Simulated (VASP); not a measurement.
Li2O: electric field gradients with PBEsol

Li2O:

```xyz
3
Lattice="0.0000 2.2940 2.2940 2.2940 0.0000 2.2940 2.2940 2.2940 0.0000" Properties=species:S:1:pos:R:3 pbc="T T T"
Li    1.1470    1.1470    1.1470
Li    3.4410    3.4410    3.4410
O     0.0000    0.0000    0.0000
```

* Program: VASP 6.6.1
* Task: electric field gradients
* Functional: PBEsol
* Potentials or basis: VASP PAW PBE potentials, release 64 (Li_sv, O)
* Cutoff: 650 eV
* k mesh: 9 × 9 × 9
* Occupations: fermi-dirac, width 0.03 eV
* Spin: no spin polarisation
* Dipole correction: no
* Further INCAR settings: ALGO = Normal; EDIFF = 1e-08; NBANDS = 13

* Pressure: -0.6 GPa
* Band gap on the k mesh: 4.96 eV (least direct gap 5.31 eV)
* Largest electric field gradient by atom: zero within the noise of the run

Levels at points of the mesh, in eV from the valence-band top:
| k point | band 4 | band 5 | band 6 | band 7 | band 8 | band 9 |
| --- | --- | --- | --- | --- | --- | --- |
| (0.00, 0.00, 0.00) | 0.00 | 0.00 | 0.00 | 5.31 | 11.92 | 11.92 |

Run time: 9.8 s on 1 thread of Intel(R) Xeon(R) 6975P-C (Granite Rapids), on a shared host, peak memory 0.15 GiB.

Caveat: the PAW data sets were made with another functional, which shifts forces and pressure a little; an odd mesh through Γ misses points on the zone boundary, where band edges can lie.
